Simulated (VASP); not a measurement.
# WF2 (Fm-3m) in VASP: a series of runs

WF2 is run at these levels: PBE+U; tasks: single point.

Program: VASP 6.6.1. These are calculated values, not measurements. Logs are shortened: lines on timing, memory, paths and dates and some standing lists are left out, and cuts for length are marked.

### 1 The cell of the first run

It takes space group Fm-3m (No. 225, cubic). Conventional cell: a = 5.532 Å, b = 5.532 Å, c = 5.532 Å, α = 90.00°, β = 90.00°, γ = 90.00°. Within 3.2 Å of W (site symmetry m-3m) lie 8 F at 2.40 Å. F (site symmetry -43m) has 4 W at 2.40 Å and 6 F at 2.77 Å within 3.2 Å.

### 2 Single point, PBE+U

Contents of INCAR:

```
PREC = Accurate
ENCUT = 520
EDIFF = 1E-6
ISMEAR = 0
SIGMA = 0.02
LREAL = False
LASPH = True
NELM = 150
ALGO = Normal
ISIF = 2
LWAVE = False
LCHARG = False
LMAXMIX = 4
LDAU = True
LDAUTYPE = 2
LDAUL = 2 -1
LDAUU = 6.2 0
LDAUJ = 0 0
LDAUPRINT = 1
GGA = PE
NBANDS = 21
```

Contents of KPOINTS:

```
Automatic mesh
0
Gamma
  10 10 10
```

Contents of POSCAR:

```
WF2
1.0
    0.0000000000      2.7662055036      2.7662055036
    2.7662055036      0.0000000000      2.7662055036
    2.7662055036      2.7662055036      0.0000000000
W F
1 2
Direct
    0.0000000000      0.0000000000      0.0000000000
    0.2500000000      0.2500000000      0.2500000000
    0.7500000000      0.7500000000      0.7500000000
```

Potentials or basis: VASP PAW PBE potentials, release 64 (W_sv, F).

On the command line:

```console
$ cat potpaw_PBE.64/W_sv/POTCAR potpaw_PBE.64/F/POTCAR > POTCAR
$ mpirun -np 1 vasp_std > vasp.out
```

OUTCAR:

```text
PREC = Accurate
   ENCUT = 520
   EDIFF = 1E-6
   ISMEAR = 0
   LREAL = False
   LASPH = True
   NELM = 150
   ISIF = 2
   GGA = PE

 ion  position               nearest neighbor table
   1  0.000  0.000  0.000-   3 2.40   3 2.40   3 2.40   2 2.40   3 2.40   2 2.40   2 2.40   2 2.40

   2  0.250  0.250  0.250-   1 2.40   1 2.40   1 2.40   1 2.40
   3  0.750  0.750  0.750-   1 2.40   1 2.40   1 2.40   1 2.40

  LATTYP: Found a face centered cubic cell.
 ALAT       =     5.5324110072

  Lattice vectors:

 A1 = (   0.0000000000,   2.7662055036,   2.7662055036)
 A2 = (   2.7662055036,   0.0000000000,   2.7662055036)
 A3 = (   2.7662055036,   2.7662055036,   0.0000000000)

Analysis of symmetry for initial positions (statically):
=====================================================================
 Subroutine PRICEL returns:
 Original cell was already a primitive cell.

 Routine SETGRP: Setting up the symmetry group for a
 face centered cubic supercell.

 Subroutine GETGRP returns: Found 48 space group operations
 (whereof 48 operations were pure point group operations)
 out of a pool of 48 trial point group operations.

The static configuration has the point symmetry O_h .

Analysis of symmetry for dynamics (positions and initial velocities):
=====================================================================
 Subroutine PRICEL returns:
 Original cell was already a primitive cell.

 Routine SETGRP: Setting up the symmetry group for a
 face centered cubic supercell.

 Subroutine GETGRP returns: Found 48 space group operations
 (whereof 48 operations were pure point group operations)
 out of a pool of 48 trial point group operations.

The dynamic configuration has the point symmetry O_h .

 Subroutine INISYM returns: Found 48 space group operations
 (whereof 48 operations are pure point group operations),
 and found     1 'primitive' translations

----------------------------------------------------------------------------------------

                                     Primitive cell

  volume of cell :      42.3334

  direct lattice vectors                    reciprocal lattice vectors
     0.000000000  2.766205504  2.766205504    -0.180753020  0.180753020  0.180753020
     2.766205504  0.000000000  2.766205504     0.180753020 -0.180753020  0.180753020
     2.766205504  2.766205504  0.000000000     0.180753020  0.180753020 -0.180753020

  length of vectors
     3.912005340  3.912005340  3.912005340     0.313073415  0.313073415  0.313073415

  position of ions in fractional coordinates (direct lattice)
     0.000000000  0.000000000  0.000000000
     0.250000000  0.250000000  0.250000000
     0.750000000  0.750000000  0.750000000

  ion indices of the primitive-cell ions
   primitive index   ion index
                 1           1
                 2           2
                 3           3

----------------------------------------------------------------------------------------

 KPOINTS: Automatic mesh

Automatic generation of k-mesh.
 Grid dimensions read from file:
 generate k-points for:   10   10   10

 Generating k-lattice:

  Cartesian coordinates                     Fractional coordinates (reciprocal lattice)
    -0.018075302  0.018075302  0.018075302     0.100000000  0.000000000  0.000000000
     0.018075302 -0.018075302  0.018075302     0.000000000  0.100000000  0.000000000
     0.018075302  0.018075302 -0.018075302     0.000000000  0.000000000  0.100000000

  Length of vectors
     0.031307342  0.031307342  0.031307342

  Shift w.r.t. Gamma in fractional coordinates (k-lattice)
     0.000000000  0.000000000  0.000000000

 Subroutine IBZKPT returns following result:
 ===========================================

 Found     47 irreducible k-points:

 Following reciprocal coordinates:
            Coordinates               Weight
  0.000000  0.000000  0.000000      1.000000
  0.100000  0.000000  0.000000      8.000000
  0.200000  0.000000  0.000000      8.000000
  0.300000  0.000000  0.000000      8.000000
  0.400000  0.000000  0.000000      8.000000
  0.500000  0.000000  0.000000      4.000000
[... 16 lines left out ...]
  0.300000  0.300000  0.000000      6.000000
  0.400000  0.300000  0.000000     24.000000
 [... further k-points ...]
   k-points           NKPTS =     47   k-points in BZ     NKDIM =     47   number of bands    NBANDS=     21
   number of dos      NEDOS =    301   number of ions     NIONS =      3
   total plane-waves  NPLWV =  27000
   dimension x,y,z NGX =    30 NGY =   30 NGZ =   30
   dimension x,y,z NGXF=    60 NGYF=   60 NGZF=   60
   ions per type =               1   2
   NGX,Y,Z   is equivalent  to a cutoff of  12.75, 12.75, 12.75 a.u.
   NGXF,Y,Z  is equivalent  to a cutoff of  25.50, 25.50, 25.50 a.u.
 SYSTEM =  unknown system
   PREC   = accura    normal or accurate (medium, high low for compatibility)
   ISTART =      0    job   : 0-new  1-cont  2-samecut
   ICHARG =      2    charge: 1-file 2-atom 10-const
   ISPIN  =      1    spin polarized calculation?
   LNONCOLLINEAR =      F non collinear calculations
   LSORBIT =      F    spin-orbit coupling
   LASPH  =      T    aspherical Exc in radial PAW
   ENCUT  =  520.0 eV  38.22 Ry    6.18 a.u.   7.27  7.27  7.27*2*pi/ulx,y,z
   NELM   =    150;   NELMIN=  2; NELMDL= -5     # of ELM steps
   EDIFF  = 0.1E-05   stopping-criterion for ELM
   LREAL  =      F    real-space projection
   EDIFFG = 0.1E-04   stopping-criterion for IOM
   NSW    =      0    number of steps for IOM
   IBRION =     -1    ionic relax: 0-MD 1-quasi-New 2-CG
   NFREE  =      0    steps in history (QN), initial steepest desc. (CG)
   ISIF   =      2    stress and relaxation
   ISYM   =      2    0-nonsym 1-usesym 2-fastsym
   POTIM  = 0.5000    time-step for ionic-motion
   TEBEG  =    0.0;   TEEND  =   0.0 temperature during run
   PSTRESS=    0.0 pullay stress
   NELECT =      28.0000    total number of electrons
   NUPDOWN=      -1.0000    fix difference up-down
   EMIN   =  10.00;   EMAX   =-10.00  energy-range for DOS
   EFERMI =   0.00;   METHOD = LEGACY
   ISMEAR =     0;   SIGMA  =   0.02  broadening in eV -4-tet -1-fermi 0-gaus
   EFERMI_NEDOS =   21; number of points for ismear=-14 and -15
   IALGO  =     38    algorithm
   IMIX   =      4    mixing-type and parameters
     AMIX     =   0.40;   BMIX     =  1.00
     AMIX_MAG =   1.60;   BMIX_MAG =  1.00
  volume/ion in A,a.u.               =      14.11        95.23
  Fermi-wavevector in a.u.,A,eV,Ry     =   1.426373  2.695454 27.681591  2.034540
  Thomas-Fermi vector in A             =   2.546657
   LORBIT       =      0    0 simple, 1 ext, 2 COOP (PROOUT), +10 PAW based schemes
 LDA+U is selected, type is set to LDAUTYPE =  2
   angular momentum for each species LDAUL =     2   -1
   U (eV)           for each species LDAUU =   6.2  0.0
   J (eV)           for each species LDAUJ =   0.0  0.0
   GGA     = PE    functional components
   LHFCALC =     F    Hartree Fock is set to
   AEXX    =    0.0000 exact exchange contribution
   IVDW    =     0    specifies the selected vdW correction
   LEPSILON=     F    determine dielectric tensor
   LRPA    =     F    only Hartree local field effects (RPA)
 non-spin polarized calculation
 Gauss-broadening in eV      SIGMA  =   0.02
  energy-cutoff  :      520.00
  volume of cell :       42.33
 maximum number of plane-waves:      1159
 NGX is ok and might be reduce to    30
   NGX = 15   NGY = 15   NGZ = 15

atom =   1  type =  1  l = 2

 onsite density matrix

spin component  1

  0.0434  0.0000 -0.0000  0.0000 -0.0000
  0.0000  0.0434  0.0000  0.0000 -0.0000
 -0.0000  0.0000  0.8096  0.0000 -0.0000
  0.0000  0.0000  0.0000  0.0434 -0.0000
 -0.0000 -0.0000 -0.0000 -0.0000  0.8096

spin component  2

  0.0434  0.0000 -0.0000  0.0000 -0.0000
  0.0000  0.0434  0.0000  0.0000 -0.0000
 -0.0000  0.0000  0.8096  0.0000 -0.0000
  0.0000  0.0000  0.0000  0.0434 -0.0000
 -0.0000 -0.0000 -0.0000 -0.0000  0.8096

 occupancies and eigenvectors

  o =  0.0434  v =  0.0000 -0.4696 -0.0000 -0.8829 -0.0000  0.0000  0.0000  0.0000  0.0000  0.0000      0.0000  0.0000  0.0000  0.0000  0.0000  0.0000  0.0000  0.0000  0.0000  0.0000
  o =  0.0434  v =  0.0000  0.0000  0.0000  0.0000  0.0000  0.0000 -0.4696 -0.0000 -0.8829 -0.0000      0.0000  0.0000  0.0000  0.0000  0.0000  0.0000  0.0000  0.0000  0.0000  0.0000
  o =  0.0434  v =  0.0000  0.0000  0.0000  0.0000  0.0000  1.0000  0.0000  0.0000  0.0000  0.0000      0.0000  0.0000  0.0000  0.0000  0.0000  0.0000  0.0000  0.0000  0.0000  0.0000
  o =  0.0434  v =  1.0000  0.0000  0.0000  0.0000  0.0000  0.0000  0.0000  0.0000  0.0000  0.0000      0.0000  0.0000  0.0000  0.0000  0.0000  0.0000  0.0000  0.0000  0.0000  0.0000
  o =  0.0434  v =  0.0000  0.8829  0.0000 -0.4696 -0.0000  0.0000  0.0000  0.0000  0.0000  0.0000      0.0000  0.0000  0.0000  0.0000  0.0000  0.0000  0.0000  0.0000  0.0000  0.0000
  o =  0.0434  v =  0.0000  0.0000  0.0000  0.0000  0.0000  0.0000  0.8829  0.0000 -0.4696 -0.0000      0.0000  0.0000  0.0000  0.0000  0.0000  0.0000  0.0000  0.0000  0.0000  0.0000
  o =  0.8096  v =  0.0000 -0.0000  0.9995 -0.0000  0.0320  0.0000  0.0000  0.0000  0.0000  0.0000      0.0000  0.0000  0.0000  0.0000  0.0000  0.0000  0.0000  0.0000  0.0000  0.0000
  o =  0.8096  v =  0.0000  0.0000  0.0000  0.0000  0.0000  0.0000 -0.0000  0.9995 -0.0000  0.0320      0.0000  0.0000  0.0000  0.0000  0.0000  0.0000  0.0000  0.0000  0.0000  0.0000
  o =  0.8096  v =  0.0000  0.0000 -0.0320  0.0000  0.9995  0.0000  0.0000  0.0000  0.0000  0.0000      0.0000  0.0000  0.0000  0.0000  0.0000  0.0000  0.0000  0.0000  0.0000  0.0000
  o =  0.8096  v =  0.0000  0.0000  0.0000  0.0000  0.0000  0.0000  0.0000 -0.0320  0.0000  0.9995      0.0000  0.0000  0.0000  0.0000  0.0000  0.0000  0.0000  0.0000  0.0000  0.0000

 number of electron      28.0000000 magnetization

 Free energy of the ion-electron system (eV)
  ---------------------------------------------------
  ext. energy  EPLUGINS =         0.00000000
  ---------------------------------------------------
  free energy    TOTEN  =       -13.89162973 eV

  energy without entropy =      -13.89158803  energy(sigma->0) =      -13.89160888

 E-fermi :   4.7379     XC(G=0): -10.5283

 val. band max:        4.7297024194   @ k =   0.5000   0.5000   0.0000
 cond. band min:       4.9289906190   @ k =   0.1000   0.0000   0.0000
 fundamental gap:      0.1992881996
 Fermi energy:         4.7379146996

 k-point     1 :       0.0000    0.0000    0.0000
  band No.  band energies     occupation
      1     -68.6849      2.00000
      2     -32.8841      2.00000
      3     -32.8840      2.00000
      4     -32.8838      2.00000
      5     -20.3709      2.00000
      6     -19.5156      2.00000
[... 550 lines left out ...]
      5     -19.9868      2.00000
      6     -19.7428      2.00000
[... 13 lines left out ...]
     20      15.4777      0.00000
     21      15.9135      0.00000

 [... further k-points ...]
[... 5 lines left out ...]
  --------------------------------------------------------------------------------------
  -------------------------------------------------------------------------------------
  Total       -2.3807413     -2.3807413     -2.3807413      0.0000000      0.0000000      0.0000000
  in kB      -90.1030465    -90.1030465    -90.1030465      0.0000000      0.0000000      0.0000000
  external PRESSURE =     -90.1030465 kB  Pullay stress =       0.0000000 kB

 VOLUME and BASIS-vectors are now :
 -----------------------------------------------------------------------------
  energy-cutoff  :      520.00
  volume of cell :       42.33
      direct lattice vectors                 reciprocal lattice vectors
     0.000000000  2.766205504  2.766205504    -0.180753020  0.180753020  0.180753020
     2.766205504  0.000000000  2.766205504     0.180753020 -0.180753020  0.180753020
     2.766205504  2.766205504  0.000000000     0.180753020  0.180753020 -0.180753020

 POSITION                                       TOTAL-FORCE (eV/Angst)
 -----------------------------------------------------------------------------------
      0.00000      0.00000      0.00000        -0.000000     -0.000000     -0.000000
      1.38310      1.38310      1.38310         0.000000      0.000000      0.000000
      4.14931      4.14931      4.14931        -0.000000     -0.000000      0.000000
 -----------------------------------------------------------------------------------
    total drift:                                0.000000     -0.000000      0.000000

  FREE ENERGIE OF THE ION-ELECTRON SYSTEM (eV)
  ---------------------------------------------------
  free  energy   TOTEN  =       -13.8916297298 eV

  energy  without entropy=      -13.8915880330  energy(sigma->0) =      -13.89160888
```

Run time: 63 s. Hardware: 1 thread of Intel Xeon Platinum 8488C (Sapphire Rapids), shared host; peak memory 0.19 GiB.

Results:

```
Free energy            : -13.8916 eV
Pressure               : -9.0 GPa
Band gap on the k mesh : zero (band 14 reaches 4.73 eV, above the bottom of band 15 at 4.60 eV)
```

Eigenvalues of the final occupation matrices:
```
    site  spin  trace               eigenvalues
site 1 d     1   1.75  0.04 0.04 0.04 0.81 0.81
site 1 d     2   1.75  0.04 0.04 0.04 0.81 0.81
```

Caveat: spin-orbit coupling is left out, which moves the levels of the heavy elements; U without spin polarisation on a metal has little footing.

### 3 Single point, PBE+U

This run uses another cell than the first one, of 15.14 Å³/atom, 1.073 times its volume.

Contents of INCAR:

```
  PREC = Accurate
  ENCUT = 520
  EDIFF = 1E-7
  ISMEAR = 0
  SIGMA = 0.02
  LREAL = False
  LASPH = True
  NELM = 150
  ALGO = Normal
  ISIF = 2
  LWAVE = False
  LCHARG = True
  LMAXMIX = 4
  LDAU = True
  LDAUTYPE = 2
  LDAUL = 2 -1
  LDAUU = 6.2 0
  LDAUJ = 0 0
  LDAUPRINT = 1
  GGA = PE
  LELF = True
  LVHAR = True
  NBANDS = 21
```

Contents of KPOINTS:

```
regular mesh
0
Gamma
  10 10 10
```

Contents of POSCAR:

```
WF2
1.0
    0.0000000000      2.8317020058      2.8317020058
    2.8317020058      0.0000000000      2.8317020058
    2.8317020058      2.8317020058      0.0000000000
W F
1 2
Direct
    0.0000000000      0.0000000000      0.0000000000
    0.2500000000      0.2500000000      0.2500000000
    0.7500000000      0.7500000000      0.7500000000
```

Potentials or basis: VASP PAW PBE potentials, release 64 (W_sv, F).

On the command line:

```console
$ cat potpaw_PBE.64/W_sv/POTCAR potpaw_PBE.64/F/POTCAR > POTCAR
$ mpirun -np 1 vasp_std > vasp.out
```

Wall time 59 s (1 thread of Intel Xeon Platinum 8488C (Sapphire Rapids), shared host); peak memory 0.19 GiB.

The run converged. Its results:

* Free energy: -13.6804 eV
* Pressure: -13.3 GPa
* Band gap on the k mesh: zero (band 14 reaches 3.92 eV, above the bottom of band 15 at 3.77 eV)

Levels at points of the mesh, in eV from the Fermi level:
| k point | band 11 | band 12 | band 13 | band 14 | band 15 | band 16 | band 17 | band 18 |
| --- | --- | --- | --- | --- | --- | --- | --- | --- |
| (0.00, 0.00, 0.00) | -5.04 | -5.04 | -0.55 | -0.55 | -0.16 | 5.30 | 5.30 | 5.30 |
| (0.50, 0.00, 0.00) | -5.63 | -5.63 | -0.23 | -0.23 | 3.21 | 4.99 | 5.03 | 5.03 |
| (0.50, 0.50, 0.00) | -5.10 | -4.76 | -0.58 | -0.01 | 3.50 | 4.95 | 4.95 | 5.33 |

Eigenvalues of the final occupation matrices:
```
    site  spin  trace               eigenvalues
site 1 d     1   1.74  0.04 0.04 0.04 0.81 0.81
site 1 d     2   1.74  0.04 0.04 0.04 0.81 0.81
```

Caveat: spin-orbit coupling is left out, which moves the levels of the heavy elements; U without spin polarisation on a metal has little footing.
